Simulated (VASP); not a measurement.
# ErGaP2 (P-4m2) in VASP: a series of runs

The runs below take ErGaP2 through single point, relaxation of cell and atoms, with PBE.

Program: VASP 6.6.1. These are calculated values, not measurements. Logs are shortened: lines on timing, memory, paths and dates and some standing lists are left out, and cuts for length are marked.

### Step 1. The cell of the first run

The structure is tetragonal, space group P-4m2 (No. 115). Conventional cell: a = 4.113 Å, b = 4.113 Å, c = 6.053 Å, α = 90.00°, β = 90.00°, γ = 90.00°. Er (site symmetry -4m2) has 4 P at 2.67 Å within 3.5 Å. Within 3.2 Å of Ga (site symmetry -4m2) lie 4 P at 2.44 Å. P (site symmetry 2mm) has 2 Ga at 2.44 Å and 2 Er at 2.67 Å within 3.2 Å.

The cell was built from a structure type or drawn by symmetry, and may not be a known phase.

### Step 2. Single point, PBE

Contents of INCAR:

```
  PREC = Accurate
  ENCUT = 500
  EDIFF = 1E-6
  ISMEAR = 0
  SIGMA = 0.1
  LREAL = False
  LASPH = True
  NELM = 200
  ALGO = Normal
  ISIF = 2
  LWAVE = False
  LCHARG = True
  GGA = PE
  LELF = True
  LVHAR = True
  NBANDS = 24
  GGA_COMPAT = False
  LMAXMIX = 6
```

Contents of KPOINTS:

```
regular mesh
0
Gamma
  4 4 4
```

Contents of POSCAR:

```
ErGaP2
1.0
    4.1132859145      0.0000000000      0.0000000000
    0.0000000000      4.1132859145      0.0000000000
    0.0000000000      0.0000000000      6.0525915030
Er Ga P
1 1 2
Direct
    0.5000000000      0.5000000000      0.5000000000
    0.0000000000      0.0000000000      0.0000000000
    0.0000000000      0.5000000000      0.2181420769
    0.5000000000      0.0000000000      0.7818579231
```

Potentials or basis: VASP PAW PBE potentials, release 64 (Er_3, Ga_d, P), 4f in core.

Run with:

```sh
cat potpaw_PBE.64/Er_3/POTCAR potpaw_PBE.64/Ga_d/POTCAR potpaw_PBE.64/P/POTCAR > POTCAR
mpirun -np 1 vasp_std > vasp.out
```

OUTCAR:

```text
PREC = Accurate
   ENCUT = 500
   EDIFF = 1E-6
   ISMEAR = 0
   LREAL = False
   LASPH = True
   NELM = 200
   ISIF = 2
   GGA = PE

 ion  position               nearest neighbor table
   1  0.500  0.500  0.500-   3 2.67   4 2.67   4 2.67   3 2.67
   2  0.000  0.000  0.000-   3 2.44   4 2.44   3 2.44   4 2.44
   3  0.000  0.500  0.218-   2 2.44   2 2.44   1 2.67   1 2.67
   4  0.500  0.000  0.782-   2 2.44   2 2.44   1 2.67   1 2.67

  LATTYP: Found a simple tetragonal cell.
 ALAT       =     4.1132859145
 C/A-ratio  =     1.4714735685

  Lattice vectors:

 A1 = (   4.1132859145,   0.0000000000,   0.0000000000)
 A2 = (   0.0000000000,   4.1132859145,   0.0000000000)
 A3 = (   0.0000000000,   0.0000000000,   6.0525915030)

Analysis of symmetry for initial positions (statically):
=====================================================================
 Subroutine PRICEL returns:
 Original cell was already a primitive cell.

 Routine SETGRP: Setting up the symmetry group for a
 simple tetragonal supercell.

 Subroutine GETGRP returns: Found  8 space group operations
 (whereof  8 operations were pure point group operations)
 out of a pool of 16 trial point group operations.

The static configuration has the point symmetry D_2d.

Analysis of symmetry for dynamics (positions and initial velocities):
=====================================================================
 Subroutine PRICEL returns:
 Original cell was already a primitive cell.

 Routine SETGRP: Setting up the symmetry group for a
 simple tetragonal supercell.

 Subroutine GETGRP returns: Found  8 space group operations
 (whereof  8 operations were pure point group operations)
 out of a pool of 16 trial point group operations.

The dynamic configuration has the point symmetry D_2d.

 Subroutine INISYM returns: Found  8 space group operations
 (whereof  8 operations are pure point group operations),
 and found     1 'primitive' translations

----------------------------------------------------------------------------------------

                                     Primitive cell

  volume of cell :     102.4045

  direct lattice vectors                    reciprocal lattice vectors
     4.113285914  0.000000000  0.000000000     0.243114634  0.000000000  0.000000000
     0.000000000  4.113285914  0.000000000     0.000000000  0.243114634  0.000000000
     0.000000000  0.000000000  6.052591503     0.000000000  0.000000000  0.165218485

  length of vectors
     4.113285914  4.113285914  6.052591503     0.243114634  0.243114634  0.165218485

  position of ions in fractional coordinates (direct lattice)
     0.500000000  0.500000000  0.500000000
     0.000000000  0.000000000  0.000000000
     0.000000000  0.500000000  0.218142077
     0.500000000  0.000000000  0.781857923

  ion indices of the primitive-cell ions
   primitive index   ion index
                 1           1
                 2           2
                 3           3
                 4           4

----------------------------------------------------------------------------------------

 KPOINTS: regular mesh

Automatic generation of k-mesh.
 Grid dimensions read from file:
 generate k-points for:    4    4    4

 Generating k-lattice:

  Cartesian coordinates                     Fractional coordinates (reciprocal lattice)
     0.060778659  0.000000000  0.000000000     0.250000000  0.000000000  0.000000000
     0.000000000  0.060778659  0.000000000     0.000000000  0.250000000  0.000000000
     0.000000000  0.000000000  0.041304621     0.000000000  0.000000000  0.250000000

  Length of vectors
     0.060778659  0.060778659  0.041304621

  Shift w.r.t. Gamma in fractional coordinates (k-lattice)
     0.000000000  0.000000000  0.000000000

 Subroutine IBZKPT returns following result:
 ===========================================

 Found     18 irreducible k-points:

 Following reciprocal coordinates:
            Coordinates               Weight
  0.000000  0.000000  0.000000      1.000000
  0.250000  0.000000  0.000000      4.000000
  0.500000  0.000000  0.000000      2.000000
  0.250000  0.250000  0.000000      4.000000
  0.500000  0.250000  0.000000      4.000000
  0.500000  0.500000  0.000000      1.000000
[... 10 lines left out ...]
  0.500000  0.250000  0.500000      4.000000
  0.500000  0.500000  0.500000      1.000000
   k-points           NKPTS =     18   k-points in BZ     NKDIM =     18   number of bands    NBANDS=     24
   number of dos      NEDOS =    301   number of ions     NIONS =      4
   total plane-waves  NPLWV =  43200
   dimension x,y,z NGX =    30 NGY =   30 NGZ =   48
   dimension x,y,z NGXF=    60 NGYF=   60 NGZF=   96
   ions per type =               1   1   2
   NGX,Y,Z   is equivalent  to a cutoff of  12.13, 12.13, 13.18 a.u.
   NGXF,Y,Z  is equivalent  to a cutoff of  24.25, 24.25, 26.37 a.u.
 SYSTEM =  unknown system
   PREC   = accura    normal or accurate (medium, high low for compatibility)
   ISTART =      0    job   : 0-new  1-cont  2-samecut
   ICHARG =      2    charge: 1-file 2-atom 10-const
   ISPIN  =      1    spin polarized calculation?
   LNONCOLLINEAR =      F non collinear calculations
   LSORBIT =      F    spin-orbit coupling
   LASPH  =      T    aspherical Exc in radial PAW
   ENCUT  =  500.0 eV  36.75 Ry    6.06 a.u.   7.50  7.50 11.04*2*pi/ulx,y,z
   NELM   =    200;   NELMIN=  2; NELMDL= -5     # of ELM steps
   EDIFF  = 0.1E-05   stopping-criterion for ELM
   LREAL  =      F    real-space projection
   EDIFFG = 0.1E-04   stopping-criterion for IOM
   NSW    =      0    number of steps for IOM
   IBRION =     -1    ionic relax: 0-MD 1-quasi-New 2-CG
   NFREE  =      0    steps in history (QN), initial steepest desc. (CG)
   ISIF   =      2    stress and relaxation
   ISYM   =      2    0-nonsym 1-usesym 2-fastsym
   POTIM  = 0.5000    time-step for ionic-motion
   TEBEG  =    0.0;   TEEND  =   0.0 temperature during run
   PSTRESS=    0.0 pullay stress
   NELECT =      32.0000    total number of electrons
   NUPDOWN=      -1.0000    fix difference up-down
   EMIN   =  10.00;   EMAX   =-10.00  energy-range for DOS
   EFERMI =   0.00;   METHOD = LEGACY
   ISMEAR =     0;   SIGMA  =   0.10  broadening in eV -4-tet -1-fermi 0-gaus
   EFERMI_NEDOS =   21; number of points for ismear=-14 and -15
   IALGO  =     38    algorithm
   IMIX   =      4    mixing-type and parameters
     AMIX     =   0.40;   BMIX     =  1.00
     AMIX_MAG =   1.60;   BMIX_MAG =  1.00
  volume/ion in A,a.u.               =      25.60       172.76
  Fermi-wavevector in a.u.,A,eV,Ry     =   1.110926  2.099346 16.791718  1.234156
  Thomas-Fermi vector in A             =   2.247483
   LORBIT       =      0    0 simple, 1 ext, 2 COOP (PROOUT), +10 PAW based schemes
   GGA     = PE    functional components
   LHFCALC =     F    Hartree Fock is set to
   AEXX    =    0.0000 exact exchange contribution
   IVDW    =     0    specifies the selected vdW correction
   LEPSILON=     F    determine dielectric tensor
   LRPA    =     F    only Hartree local field effects (RPA)
 non-spin polarized calculation
 Gauss-broadening in eV      SIGMA  =   0.10
  energy-cutoff  :      500.00
  volume of cell :      102.40
 maximum number of plane-waves:      2638
 NGX is ok and might be reduce to    30
   NGX = 15   NGY = 15   NGZ = 23

 number of electron      32.0000017 magnetization

 Free energy of the ion-electron system (eV)
  ---------------------------------------------------
  ext. energy  EPLUGINS =         0.00000000
  ---------------------------------------------------
  free energy    TOTEN  =       -20.49398396 eV

  energy without entropy =      -20.49389633  energy(sigma->0) =      -20.49394015

 E-fermi :   3.0079     XC(G=0):  -9.0943

 val. band max:        2.8157193766   @ k =   0.0000   0.0000   0.5000
 cond. band min:       3.1931826384   @ k =   0.5000   0.5000   0.0000
 fundamental gap:      0.3774632618
 Fermi energy:         3.0078618975

 k-point     1 :       0.0000    0.0000    0.0000
  band No.  band energies     occupation
      1     -21.2421      2.00000
      2     -21.2421      2.00000
      3     -21.1387      2.00000
      4     -11.6034      2.00000
      5     -11.5681      2.00000
      6     -11.5681      2.00000
[... 16 lines left out ...]
     23       8.7127      0.00000
     24       8.7143      0.00000

 k-point     2 :       0.2500    0.0000    0.0000
  band No.  band energies     occupation
      1     -21.2838      2.00000
      2     -21.2394      2.00000
      3     -21.1320      2.00000
      4     -11.5982      2.00000
      5     -11.5744      2.00000
      6     -11.5675      2.00000
[... 16 lines left out ...]
     23       8.2241      0.00000
     24       8.8187      0.00000

 k-point     3 :       0.5000    0.0000    0.0000
  band No.  band energies     occupation
      1     -21.3244      2.00000
      2     -21.2367      2.00000
      3     -21.1259      2.00000
      4     -11.6005      2.00000
      5     -11.5747      2.00000
      6     -11.5670      2.00000
[... 16 lines left out ...]
     23       8.3822      0.00000
     24       8.8670      0.00000

 k-point     4 :       0.2500    0.2500    0.0000
  band No.  band energies     occupation
      1     -21.2809      2.00000
      2     -21.2804      2.00000
      3     -21.1254      2.00000
      4     -11.5959      2.00000
      5     -11.5849      2.00000
      6     -11.5558      2.00000
[... 16 lines left out ...]
     23       8.9990      0.00000
     24       9.1542      0.00000

 k-point     5 :       0.5000    0.2500    0.0000
  band No.  band energies     occupation
      1     -21.3209      2.00000
      2     -21.2775      2.00000
      3     -21.1194      2.00000
      4     -11.5999      2.00000
      5     -11.5887      2.00000
      6     -11.5471      2.00000
[... 16 lines left out ...]
     23       8.9326      0.00000
     24       9.7830      0.00000

 k-point     6 :       0.5000    0.5000    0.0000
  band No.  band energies     occupation
      1     -21.3174      2.00000
      2     -21.3174      2.00000
      3     -21.1134      2.00000
      4     -11.5992      2.00000
      5     -11.5992      2.00000
      6     -11.5310      2.00000
[... 16 lines left out ...]
     23       9.3474      0.00000
     24       9.3475      0.00000
[... 217 lines left out ...]
 k-point    15 :       0.5000    0.0000    0.5000
  band No.  band energies     occupation
      1     -21.3242      2.00000
      2     -21.2366      2.00000
      3     -21.1265      2.00000
      4     -11.6020      2.00000
      5     -11.5747      2.00000
      6     -11.5671      2.00000
[... 16 lines left out ...]
     23       8.3104      0.00000
     24       8.7295      0.00000

 k-point    16 :       0.2500    0.2500    0.5000
  band No.  band energies     occupation
      1     -21.2808      2.00000
      2     -21.2804      2.00000
      3     -21.1261      2.00000
      4     -11.5972      2.00000
      5     -11.5843      2.00000
      6     -11.5558      2.00000
[... 16 lines left out ...]
     23       8.7418      0.00000
     24       9.1917      0.00000

 k-point    17 :       0.5000    0.2500    0.5000
  band No.  band energies     occupation
      1     -21.3208      2.00000
      2     -21.2775      2.00000
      3     -21.1199      2.00000
      4     -11.6004      2.00000
      5     -11.5885      2.00000
      6     -11.5471      2.00000
[... 16 lines left out ...]
     23       9.0878      0.00000
     24       9.3791      0.00000

 k-point    18 :       0.5000    0.5000    0.5000
  band No.  band energies     occupation
      1     -21.3173      2.00000
      2     -21.3173      2.00000
      3     -21.1139      2.00000
      4     -11.5988      2.00000
      5     -11.5988      2.00000
      6     -11.5310      2.00000
[... 16 lines left out ...]
     23       8.9334      0.00000
     24       8.9334      0.00000

------------------------ aborting loop because EDIFF is reached ----------------------------------------

  FORCE on cell =-STRESS in cart. coord.  units (eV):
  Direction    XX          YY          ZZ          XY          YZ          ZX
  --------------------------------------------------------------------------------------
  -------------------------------------------------------------------------------------
  Total        0.1184276      0.1184276      0.2643569      0.0000000      0.0000000     -0.0000000
  in kB        1.8528678      1.8528678      4.1360148      0.0000000      0.0000000     -0.0000000
  external PRESSURE =       2.6139168 kB  Pullay stress =       0.0000000 kB

 VOLUME and BASIS-vectors are now :
 -----------------------------------------------------------------------------
  energy-cutoff  :      500.00
  volume of cell :      102.40
      direct lattice vectors                 reciprocal lattice vectors
     4.113285914  0.000000000  0.000000000     0.243114634  0.000000000  0.000000000
     0.000000000  4.113285914  0.000000000     0.000000000  0.243114634  0.000000000
     0.000000000  0.000000000  6.052591503     0.000000000  0.000000000  0.165218485

 POSITION                                       TOTAL-FORCE (eV/Angst)
 -----------------------------------------------------------------------------------
      2.05664      2.05664      3.02630        -0.000000     -0.000000      0.000000
      0.00000      0.00000      0.00000        -0.000000      0.000000      0.000000
      0.00000      2.05664      1.32032        -0.000000      0.000000     -0.011281
      2.05664      0.00000      4.73227         0.000000      0.000000      0.011281
 -----------------------------------------------------------------------------------
    total drift:                                0.000000     -0.000000     -0.000000

  FREE ENERGIE OF THE ION-ELECTRON SYSTEM (eV)
  ---------------------------------------------------
  free  energy   TOTEN  =       -20.4939839557 eV

  energy  without entropy=      -20.4938963343  energy(sigma->0) =      -20.49394015
```

Run time: 18 s. Hardware: 1 thread of Intel Xeon 6975P-C (Granite Rapids), shared host; peak memory 0.22 GiB.

What came out:

```
Free energy            : -20.4940 eV
Pressure               : 0.3 GPa
Largest force          : 0.011 eV/Å
Band gap on the k mesh : 0.38 eV (least direct gap 0.57 eV)
```

Forces in eV/Å, atoms in the order of the input:
```
Er   0.000  0.000  0.000
Ga   0.000  0.000  0.000
P    0.000  0.000 -0.011
P    0.000  0.000  0.011
```

Caveat: spin-orbit coupling is left out, which moves the levels of the heavy elements; the 4f electrons are frozen in the core, so they carry no moment and show no levels.

### Step 3. Single point, PBE

This run uses another cell than the first one, of 26.07 Å³/atom.

Contents of INCAR:

```
SYSTEM = ErGaP2
ALGO = Normal ; EDIFF = 1E-6
ENCUT = 500 ; GGA = PE
GGA_COMPAT = .FALSE. ; ISIF = 2
ISMEAR = 0 ; LASPH = .TRUE.
LCHARG = .TRUE. ; LELF = .TRUE.
LMAXMIX = 6 ; LREAL = .FALSE.
LVHAR = .TRUE. ; LWAVE = .FALSE.
NBANDS = 24 ; NELM = 200
PREC = Accurate ; SIGMA = 0.1
```

Contents of KPOINTS:

```
k-points
0
G
  4 4 4
  0 0 0
```

Contents of POSCAR:

```
ErGaP2
1.0
    4.2004896100      0.0000000000      0.0000000000
    0.0000000000      4.2004896100      0.0000000000
    0.0000000000      0.0000000000      5.9092775700
Er Ga P
1 1 2
Direct
    0.5000000000      0.5000000000      0.5000000000
    0.0000000000      0.0000000000      0.0000000000
    0.0000000000      0.5000000000      0.2554496500
    0.5000000000      0.0000000000      0.7445503500
```

Potentials or basis: VASP PAW PBE potentials, release 64 (Er_3, Ga_d, P), 4f in core.

Run with:

```sh
cat potpaw_PBE.64/Er_3/POTCAR potpaw_PBE.64/Ga_d/POTCAR potpaw_PBE.64/P/POTCAR > POTCAR
mpirun -np 1 vasp_std > vasp.out
```

Wall time 17 s (1 thread of Intel Xeon 6975P-C (Granite Rapids), shared host); peak memory 0.24 GiB.

It converged, with:

```
Free energy            : -19.9519 eV
Pressure               : 2.4 GPa
Largest force          : 2.367 eV/Å
Band gap on the k mesh : 0.23 eV (least direct gap 0.37 eV)
```

Forces in eV/Å, atoms in the order of the input:
```
Er   0.000  0.000  0.000
Ga   0.000  0.000  0.000
P    0.000  0.000 -2.367
P    0.000  0.000  2.367
```

Stress tensor (GPa, compression positive):
```
2.78 0.00 0.00
0.00 2.78 0.00
0.00 0.00 1.79
```

Levels at points of the mesh, in eV from the valence-band top:
| k point | band 12 | band 13 | band 14 | band 15 | band 16 | band 17 | band 18 | band 19 | band 20 | band 21 |
| --- | --- | --- | --- | --- | --- | --- | --- | --- | --- | --- |
| (0.00, 0.00, 0.00) | -1.16 | -1.05 | -1.05 | -0.70 | -0.70 | 0.47 | 2.35 | 3.71 | 4.08 | 5.65 |
| (0.50, 0.00, 0.00) | -2.27 | -1.46 | -1.33 | -0.94 | -0.58 | 2.49 | 3.07 | 3.74 | 3.85 | 4.07 |
| (0.50, 0.50, 0.00) | -2.29 | -1.76 | -1.18 | -1.18 | -0.14 | 0.23 | 1.92 | 1.92 | 4.10 | 5.11 |
| (0.00, 0.00, 0.50) | -1.62 | -1.53 | -1.53 | 0.00 | 0.00 | 1.87 | 2.70 | 3.37 | 4.11 | 4.18 |
| (0.50, 0.00, 0.50) | -3.04 | -0.80 | -0.80 | -0.79 | -0.64 | 1.29 | 2.78 | 3.65 | 4.72 | 5.12 |
| (0.50, 0.50, 0.50) | -2.98 | -1.67 | -1.29 | -1.29 | -0.96 | 2.60 | 2.60 | 3.59 | 3.69 | 4.08 |

Caveat: spin-orbit coupling is left out, which moves the levels of the heavy elements; the 4f electrons are frozen in the core, so they carry no moment and show no levels; forces of over 1 eV/Å act on the atoms, so gaps and moduli don't describe the material at rest.

### Step 4. Relaxation of cell and atoms, PBE

This run uses another cell than the first one, of 26.07 Å³/atom.

Contents of INCAR:

```
SYSTEM = ErGaP2
PREC = Accurate
ENCUT = 500
EDIFF = 1E-7
ISMEAR = 0
SIGMA = 0.1
LREAL = .FALSE.
LASPH = .TRUE.
NELM = 200
ALGO = Normal
ISIF = 3
LWAVE = .FALSE.
LCHARG = .FALSE.
GGA = PE
IBRION = 2
NSW = 90
EDIFFG = -0.04
GGA_COMPAT = .FALSE.
NELMIN = 4
LMAXMIX = 6
```

Contents of KPOINTS:

```
regular mesh
0
G
  4 4 4
  0 0 0
```

POSCAR is that of step 3.

Run with:

```sh
cat potpaw_PBE.64/Er_3/POTCAR potpaw_PBE.64/Ga_d/POTCAR potpaw_PBE.64/P/POTCAR > POTCAR
mpirun -np 1 vasp_std > vasp.out
```

Wall time 80 s (1 thread of Intel Xeon 6975P-C (Granite Rapids), shared host); peak memory 0.24 GiB.

It converged, with:

```yaml
Free_energy: -20.4943 eV
Relaxed_volume: 25.64 Å³/atom
Relaxed_cell: a = 4.103 Å, b = 4.103 Å, c = 6.092 Å, α = 90.00°, β = 90.00°, γ = 90.00°
Space_group_after_relaxing_to_0.1_Å: P-4m2 (No. 115)
Energy_gained_by_relaxing: 135.6 meV/atom
Ionic_steps: 7
Pressure_after_relaxing: 0.1 GPa
Largest_force_after_relaxing: 0.033 eV/Å
Band_gap_on_the_k_mesh: 0.33 eV (least direct gap 0.55 eV)
```

Forces in eV/Å, atoms in the order of the input:
```
Er   0.000  0.000  0.000
Ga   0.000  0.000  0.000
P    0.000  0.000  0.033
P    0.000  0.000 -0.033
```

Stress tensor (GPa, compression positive):
```
 0.13  0.00  0.00
 0.00  0.13  0.00
 0.00  0.00 -0.07
```

The path:
| step | energy change (eV) | largest force (eV/Å) | pressure (GPa) | volume (Å³) |
| --- | --- | --- | --- | --- |
| 1 | 0.0000 | 2.3668 | 2.45 | 104.26 |
| 2 | -0.3561 | 0.8616 | -2.58 | 110.39 |
| 3 | -0.3650 | 0.6157 | -3.33 | 111.53 |
| 4 | -0.5176 | 0.0899 | -0.63 | 104.44 |
| 5 | -0.5221 | 0.0342 | 0.02 | 103.14 |
| 6 | -0.5330 | 0.0330 | 0.04 | 103.00 |
| 7 | -0.5424 | 0.0328 | 0.06 | 102.58 |

Final structure:
```xyz
4
Lattice="4.1034 0.0000 0.0000 0.0000 4.1034 0.0000 0.0000 0.0000 6.0922" Properties=species:S:1:pos:R:3 pbc="T T T"
Er    2.0517    2.0517    3.0461
Ga    0.0000    0.0000    0.0000
P     0.0000    2.0517    1.3256
P     2.0517    0.0000    4.7666
```

Levels at points of the mesh, in eV from the valence-band top:
```
           k point  band 14  band 15  band 16  band 17  band 18  band 19
(0.00, 0.00, 0.00)    -0.96    -0.64    -0.64     0.38     1.39     3.43
(0.50, 0.00, 0.00)    -1.38    -1.25    -0.47     2.15     2.46     3.29
(0.50, 0.50, 0.00)    -1.80    -1.80    -0.22     0.33     2.06     2.06
(0.00, 0.00, 0.50)    -1.90     0.00     0.00     1.93     2.33     2.80
(0.50, 0.00, 0.50)    -1.11    -0.79    -0.55     1.28     2.58     3.28
(0.50, 0.50, 0.50)    -1.73    -1.72    -1.47     2.17     2.17     2.73
```

Caveat: spin-orbit coupling is left out, which moves the levels of the heavy elements; the 4f electrons are frozen in the core, so they carry no moment and show no levels.

(Part 1 of 2 ends here.)
